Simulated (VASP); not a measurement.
# SnPt3 (Pm-3m) in VASP: electric field gradients with LDA

Aim: the electric field gradients of SnPt3 with LDA.

Program: VASP 6.6.1. These are calculated values, not measurements. Logs are shortened: lines on timing, memory, paths and dates and some standing lists are left out, and cuts for length are marked.

### Step 1. The cell of the first run

Symmetry: Pm-3m, No. 221, cubic system. The conventional cell has a = 4.029 Å, b = 4.029 Å, c = 4.029 Å, α = 90.00°, β = 90.00°, γ = 90.00°. Within 3.8 Å of Sn (site symmetry m-3m) lie 12 Pt at 2.85 Å. Pt (site symmetry 4/mmm) has 4 Sn at 2.85 Å and 8 Pt at 2.85 Å within 3.8 Å.

### Step 2. Electric field gradients, LDA

File INCAR:

```
PREC = Accurate ; ENCUT = 520
EDIFF = 1E-8 ; ISMEAR = -1
SIGMA = 0.08 ; LREAL = F
LASPH = T ; NELM = 80
ALGO = Normal ; ISIF = 2
LWAVE = F ; LCHARG = F
LEFG = T ; NBANDS = 30
```

File KPOINTS:

```
Automatic mesh
0
Gamma
  10 10 10
```

File POSCAR:

```
SnPt3
1.0
    4.0292787600      0.0000000000      0.0000000000
    0.0000000000      4.0292787600      0.0000000000
    0.0000000000      0.0000000000      4.0292787600
Sn Pt
1 3
Direct
    0.0000000000      0.0000000000      0.0000000000
    0.5000000000      0.5000000000      0.0000000000
    0.5000000000      0.0000000000      0.5000000000
    0.0000000000      0.5000000000      0.5000000000
```

Potentials or basis: VASP PAW LDA potentials, release 64 (Sn_d, Pt).

Started as:

```sh
> cat potpaw_LDA.64/Sn_d/POTCAR potpaw_LDA.64/Pt/POTCAR > POTCAR
> mpirun -np 1 vasp_std > vasp.out
```

OUTCAR:

```text
PREC = Accurate
   ENCUT = 520
   EDIFF = 1E-8
   ISMEAR = -1
   LREAL = F
   LASPH = T
   NELM = 80
   ISIF = 2

 ion  position               nearest neighbor table
   1  0.000  0.000  0.000-   2 2.85   3 2.85   4 2.85   3 2.85   4 2.85   2 2.85   4 2.85   4 2.85
                             2 2.85   3 2.85   3 2.85   2 2.85
   2  0.500  0.500  0.000-   1 2.85   3 2.85   4 2.85   3 2.85   4 2.85   1 2.85   3 2.85   3 2.85
                             1 2.85   4 2.85   4 2.85   1 2.85
   3  0.500  0.000  0.500-   1 2.85   2 2.85   4 2.85   1 2.85   2 2.85   2 2.85   4 2.85   2 2.85
                             1 2.85   4 2.85   1 2.85   4 2.85
   4  0.000  0.500  0.500-   1 2.85   2 2.85   3 2.85   1 2.85   2 2.85   1 2.85   3 2.85   1 2.85
                             2 2.85   3 2.85   2 2.85   3 2.85

  LATTYP: Found a simple cubic cell.
 ALAT       =     4.0292787600

  Lattice vectors:

 A1 = (   4.0292787600,   0.0000000000,   0.0000000000)
 A2 = (   0.0000000000,   4.0292787600,   0.0000000000)
 A3 = (   0.0000000000,   0.0000000000,   4.0292787600)

Analysis of symmetry for initial positions (statically):
=====================================================================
 Subroutine PRICEL returns:
 Original cell was already a primitive cell.

 Routine SETGRP: Setting up the symmetry group for a
 simple cubic supercell.

 Subroutine GETGRP returns: Found 48 space group operations
 (whereof 48 operations were pure point group operations)
 out of a pool of 48 trial point group operations.

The static configuration has the point symmetry O_h .

Analysis of symmetry for dynamics (positions and initial velocities):
=====================================================================
 Subroutine PRICEL returns:
 Original cell was already a primitive cell.

 Routine SETGRP: Setting up the symmetry group for a
 simple cubic supercell.

 Subroutine GETGRP returns: Found 48 space group operations
 (whereof 48 operations were pure point group operations)
 out of a pool of 48 trial point group operations.

The dynamic configuration has the point symmetry O_h .

 Subroutine INISYM returns: Found 48 space group operations
 (whereof 48 operations are pure point group operations),
 and found     1 'primitive' translations

----------------------------------------------------------------------------------------

                                     Primitive cell

  volume of cell :      65.4157

  direct lattice vectors                    reciprocal lattice vectors
     4.029278760  0.000000000  0.000000000     0.248183375  0.000000000  0.000000000
     0.000000000  4.029278760  0.000000000     0.000000000  0.248183375  0.000000000
     0.000000000  0.000000000  4.029278760     0.000000000  0.000000000  0.248183375

  length of vectors
     4.029278760  4.029278760  4.029278760     0.248183375  0.248183375  0.248183375

  position of ions in fractional coordinates (direct lattice)
     0.000000000  0.000000000  0.000000000
     0.500000000  0.500000000  0.000000000
     0.500000000  0.000000000  0.500000000
     0.000000000  0.500000000  0.500000000

  ion indices of the primitive-cell ions
   primitive index   ion index
                 1           1
                 2           2
                 3           3
                 4           4

----------------------------------------------------------------------------------------

 KPOINTS: Automatic mesh

Automatic generation of k-mesh.
 Grid dimensions read from file:
 generate k-points for:   10   10   10

 Generating k-lattice:

  Cartesian coordinates                     Fractional coordinates (reciprocal lattice)
     0.024818337  0.000000000  0.000000000     0.100000000  0.000000000  0.000000000
     0.000000000  0.024818337  0.000000000     0.000000000  0.100000000  0.000000000
     0.000000000  0.000000000  0.024818337     0.000000000  0.000000000  0.100000000

  Length of vectors
     0.024818337  0.024818337  0.024818337

  Shift w.r.t. Gamma in fractional coordinates (k-lattice)
     0.000000000  0.000000000  0.000000000

 Subroutine IBZKPT returns following result:
 ===========================================

 Found     56 irreducible k-points:

 Following reciprocal coordinates:
            Coordinates               Weight
  0.000000  0.000000  0.000000      1.000000
  0.100000  0.000000  0.000000      6.000000
  0.200000  0.000000  0.000000      6.000000
  0.300000  0.000000  0.000000      6.000000
  0.400000  0.000000  0.000000      6.000000
  0.500000  0.000000  0.000000      3.000000
[... 16 lines left out ...]
  0.200000  0.100000  0.100000     24.000000
  0.300000  0.100000  0.100000     24.000000
 [... further k-points ...]
   k-points           NKPTS =     56   k-points in BZ     NKDIM =     56   number of bands    NBANDS=     30
   number of dos      NEDOS =    301   number of ions     NIONS =      4
   total plane-waves  NPLWV =  27000
   dimension x,y,z NGX =    30 NGY =   30 NGZ =   30
   dimension x,y,z NGXF=    60 NGYF=   60 NGZF=   60
   ions per type =               1   3
   NGX,Y,Z   is equivalent  to a cutoff of  12.38, 12.38, 12.38 a.u.
   NGXF,Y,Z  is equivalent  to a cutoff of  24.76, 24.76, 24.76 a.u.
 SYSTEM =  unknown system
   PREC   = accura    normal or accurate (medium, high low for compatibility)
   ISTART =      0    job   : 0-new  1-cont  2-samecut
   ICHARG =      2    charge: 1-file 2-atom 10-const
   ISPIN  =      1    spin polarized calculation?
   LNONCOLLINEAR =      F non collinear calculations
   LSORBIT =      F    spin-orbit coupling
   LASPH  =      T    aspherical Exc in radial PAW
   ENCUT  =  520.0 eV  38.22 Ry    6.18 a.u.   7.49  7.49  7.49*2*pi/ulx,y,z
   NELM   =     80;   NELMIN=  2; NELMDL= -5     # of ELM steps
   EDIFF  = 0.1E-07   stopping-criterion for ELM
   LREAL  =      F    real-space projection
   EDIFFG = 0.1E-06   stopping-criterion for IOM
   NSW    =      0    number of steps for IOM
   IBRION =     -1    ionic relax: 0-MD 1-quasi-New 2-CG
   NFREE  =      0    steps in history (QN), initial steepest desc. (CG)
   ISIF   =      2    stress and relaxation
   ISYM   =      2    0-nonsym 1-usesym 2-fastsym
   POTIM  = 0.5000    time-step for ionic-motion
   TEBEG  =    0.0;   TEEND  =   0.0 temperature during run
   PSTRESS=    0.0 pullay stress
   NELECT =      44.0000    total number of electrons
   NUPDOWN=      -1.0000    fix difference up-down
   EMIN   =  10.00;   EMAX   =-10.00  energy-range for DOS
   EFERMI =   0.00;   METHOD = LEGACY
   ISMEAR =    -1;   SIGMA  =   0.08  broadening in eV -4-tet -1-fermi 0-gaus
   EFERMI_NEDOS =   21; number of points for ismear=-14 and -15
   IALGO  =     38    algorithm
   IMIX   =      4    mixing-type and parameters
     AMIX     =   0.40;   BMIX     =  1.00
     AMIX_MAG =   1.60;   BMIX_MAG =  1.00
  volume/ion in A,a.u.               =      16.35       110.36
  Fermi-wavevector in a.u.,A,eV,Ry     =   1.434383  2.710590 27.993362  2.057454
  Thomas-Fermi vector in A             =   2.553797
   LORBIT       =      0    0 simple, 1 ext, 2 COOP (PROOUT), +10 PAW based schemes
   GGA     = CA    functional components
   LHFCALC =     F    Hartree Fock is set to
   AEXX    =    0.0000 exact exchange contribution
   IVDW    =     0    specifies the selected vdW correction
   LEPSILON=     F    determine dielectric tensor
   LRPA    =     F    only Hartree local field effects (RPA)
 non-spin polarized calculation
  energy-cutoff  :      520.00
  volume of cell :       65.42
 maximum number of plane-waves:      1791
 NGX is ok and might be reduce to    30
   NGX = 15   NGY = 15   NGZ = 15

 number of electron      44.0000015 magnetization

 Free energy of the ion-electron system (eV)
  ---------------------------------------------------
  ext. energy  EPLUGINS =         0.00000000
  ---------------------------------------------------
  free energy    TOTEN  =       -28.54634337 eV

  energy without entropy =      -28.52181612  energy(sigma->0) =      -28.53407975

 E-fermi :  11.4247     XC(G=0): -13.2048

 val. band max:       11.3896262902   @ k =   0.1000   0.1000   0.0000
 cond. band min:      11.5209641226   @ k =   0.0000   0.0000   0.0000
 fundamental gap:      0.1313378324
 Fermi energy:        11.4246755633

 k-point     1 :       0.0000    0.0000    0.0000
  band No.  band energies     occupation
      1     -10.4346      2.00000
      2     -10.4346      2.00000
      3     -10.4208      2.00000
      4     -10.4208      2.00000
      5     -10.4208      2.00000
      6      -0.4228      2.00000
[... 22 lines left out ...]
     29      19.0612      0.00000
     30      19.0612      0.00000

 k-point     2 :       0.1000    0.0000    0.0000
  band No.  band energies     occupation
      1     -10.4332      2.00000
      2     -10.4307      2.00000
      3     -10.4205      2.00000
      4     -10.4195      2.00000
      5     -10.4195      2.00000
      6      -0.3127      2.00000
[... 22 lines left out ...]
     29      19.1417      0.00000
     30      19.6621      0.00000

 k-point     3 :       0.2000    0.0000    0.0000
  band No.  band energies     occupation
      1     -10.4296      2.00000
      2     -10.4205      2.00000
      3     -10.4199      2.00000
      4     -10.4163      2.00000
      5     -10.4163      2.00000
      6       0.0118      2.00000
[... 22 lines left out ...]
     29      19.0358      0.00000
     30      20.0337      0.00000

 k-point     4 :       0.3000    0.0000    0.0000
  band No.  band energies     occupation
      1     -10.4252      2.00000
      2     -10.4191      2.00000
      3     -10.4123      2.00000
      4     -10.4123      2.00000
      5     -10.4080      2.00000
      6       0.5280      2.00000
[... 616 lines left out ...]
     29      20.0000      0.00000
     30      20.0000      0.00000

 k-point    23 :       0.2000    0.1000    0.1000
  band No.  band energies     occupation
      1     -10.4255      2.00000
      2     -10.4202      2.00000
      3     -10.4167      2.00000
      4     -10.4148      2.00000
      5     -10.4141      2.00000
      6       0.2193      2.00000
[... 22 lines left out ...]
     29      19.2170      0.00000
     30      20.4323      0.00000

 k-point    24 :       0.3000    0.1000    0.1000
  band No.  band energies     occupation
      1     -10.4218      2.00000
      2     -10.4177      2.00000
      3     -10.4136      2.00000
      4     -10.4118      2.00000
      5     -10.4041      2.00000
      6       0.7186      2.00000
[... 22 lines left out ...]
     29      19.3114      0.00000
     30      20.6611      0.00000

 [... further k-points ...]

------------------------ aborting loop because EDIFF is reached ----------------------------------------

  FORCE on cell =-STRESS in cart. coord.  units (eV):
  Direction    XX          YY          ZZ          XY          YZ          ZX
  --------------------------------------------------------------------------------------
  -------------------------------------------------------------------------------------
  Total       -3.0928306     -3.0928306     -3.0928306      0.0000000      0.0000000      0.0000000
  in kB      -75.7503717    -75.7503717    -75.7503717      0.0000000      0.0000000      0.0000000
  external PRESSURE =     -75.7503717 kB  Pullay stress =       0.0000000 kB

 VOLUME and BASIS-vectors are now :
 -----------------------------------------------------------------------------
  energy-cutoff  :      520.00
  volume of cell :       65.42
      direct lattice vectors                 reciprocal lattice vectors
     4.029278760  0.000000000  0.000000000     0.248183375  0.000000000  0.000000000
     0.000000000  4.029278760  0.000000000     0.000000000  0.248183375  0.000000000
     0.000000000  0.000000000  4.029278760     0.000000000  0.000000000  0.248183375

 POSITION                                       TOTAL-FORCE (eV/Angst)
 -----------------------------------------------------------------------------------
      0.00000      0.00000      0.00000         0.000000      0.000000      0.000000
      2.01464      2.01464      0.00000         0.000000      0.000000      0.000000
      2.01464      0.00000      2.01464         0.000000      0.000000      0.000000
      0.00000      2.01464      2.01464         0.000000      0.000000      0.000000
 -----------------------------------------------------------------------------------
    total drift:                                0.000000      0.000000     -0.000000

  FREE ENERGIE OF THE ION-ELECTRON SYSTEM (eV)
  ---------------------------------------------------
  free  energy   TOTEN  =       -28.5463433671 eV

  energy  without entropy=      -28.5218161241  energy(sigma->0) =      -28.53407975

 Electric field gradients (V/A^2)
---------------------------------------------------------------------
 ion       V_xx      V_yy      V_zz      V_xy      V_xz      V_yz
---------------------------------------------------------------------
   1      -0.000    -0.000     0.000    -0.000     0.000    -0.000
   2      69.884    69.884  -139.768    -0.000     0.000     0.000
   3      69.884  -139.768    69.884     0.000     0.000     0.000
   4    -139.768    69.884    69.884     0.000     0.000    -0.000
---------------------------------------------------------------------

 Electric field gradients after diagonalization (V/A^2)
 (convention: |V_zz| > |V_xx| > |V_yy|)
----------------------------------------------------------------------
 ion       V_xx      V_yy      V_zz     asymmetry (V_yy - V_xx)/ V_zz
----------------------------------------------------------------------
   1      -0.000    -0.000     0.000       0.065
   2      69.884    69.884  -139.768       0.000
   3      69.884    69.884  -139.768       0.000
   4      69.884    69.884  -139.768       0.000
----------------------------------------------------------------------

           NMR quadrupolar parameters

 Cq : quadrupolar parameter    Cq=e*Q*V_zz/h
 eta: asymmetry parameters     (V_yy - V_xx)/ V_zz
 Q  : nuclear electric quadrupole moment in mb (millibarn)
----------------------------------------------------------------------
 ion       Cq(MHz)       eta       Q (mb)
----------------------------------------------------------------------
   1       0.000       0.065       1.000
   2      -0.338       0.000       1.000
   3      -0.338       0.000       1.000
   4      -0.338       0.000       1.000
----------------------------------------------------------------------
```

It took 38 s on 1 thread of Intel Xeon 6975P-C (Granite Rapids), shared host; peak memory 0.21 GiB.

What came out:

```yaml
Free_energy: -28.5463 eV
Pressure: -7.6 GPa
Band_gap_on_the_k_mesh: zero (bands 22 and 23 overlap by 0.44 eV)
Largest_electric_field_gradient_by_atom: Sn -0.0; Pt -139.8 V/Å²
```

Electric field gradients, principal values (V/Å²):
| atom | least | middle | greatest (by size) |
| --- | --- | --- | --- |
| 1 Sn | 0.000 | 0.000 | 0.000 |
| 2 Pt | 69.884 | 69.884 | -139.768 |
| 3 Pt | 69.884 | 69.884 | -139.768 |
| 4 Pt | 69.884 | 69.884 | -139.768 |

Caveat: the cell stands under tension; without QUAD_EFG the Cq values of the log hold for a quadrupole moment of 1 mb, not for the nuclei; spin-orbit coupling is left out, which moves the levels of the heavy elements.
